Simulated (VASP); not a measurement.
## ZnS: elastic constants with PBE

Crystal: ZnS.

```
Zn S
1.0
     3.81100    0.00000    0.00000
    -1.90550    3.30042    0.00000
     0.00000    0.00000    6.23400
Zn S
2 2
Direct
  0.66667 0.33333 0.50000
  0.33333 0.66667 0.00000
  0.66667 0.33333 0.88500
  0.33333 0.66667 0.38500
```

```yaml
Program: VASP 6.6.1
Task: elastic constants
Functional: PBE
Potentials_or_basis: VASP PAW PBE potentials, release 64 (Zn, S)
Cutoff: 600 eV
k_mesh: 6 × 6 × 4
Occupations: fermi-dirac, width 0.05 eV
Spin: no spin polarisation
Dipole_correction: no
Ions_in_elastic_constants: relaxed
Further_INCAR_settings: ALGO = Normal; EDIFF = 1e-08; IBRION = 6; POTIM = 0.015; NSW = 1; ISIF = 3
```

- Voigt bulk modulus: 77 GPa
- Highest phonon frequency at Γ, LO-TO splitting left out: 311 cm⁻¹

Phonon frequencies in cm⁻¹ (negative: imaginary):
```csv
q point,frequencies
"(0.000, 0.000, 0.000)",-1 0 0 75 75 180 234 296 296 301 301 311
```

Elastic tensor in Voigt notation (GPa, in the Cartesian axes of the cell as first typed):
```
127  62  45   0   0   0
 62 127  45   0   0   0
 45  45 130   0   0   0
  0   0   0  28   0   0
  0   0   0   0  28   0
  0   0   0   0   0  32
```

Clamped-ion elastic tensor (GPa):
```
168  48  30   0   0   0
 48 168  30   0   0   0
 30  30 148   0   0   0
  0   0   0  36   0   0
  0   0   0   0  36   0
  0   0   0   0   0  60
```

Wall time 18 min on 1 thread of Intel(R) Xeon(R) 6975P-C (Granite Rapids), on a shared host, peak memory 0.38 GiB.

Caveat: the cell is under stress, which shifts elastic constants.
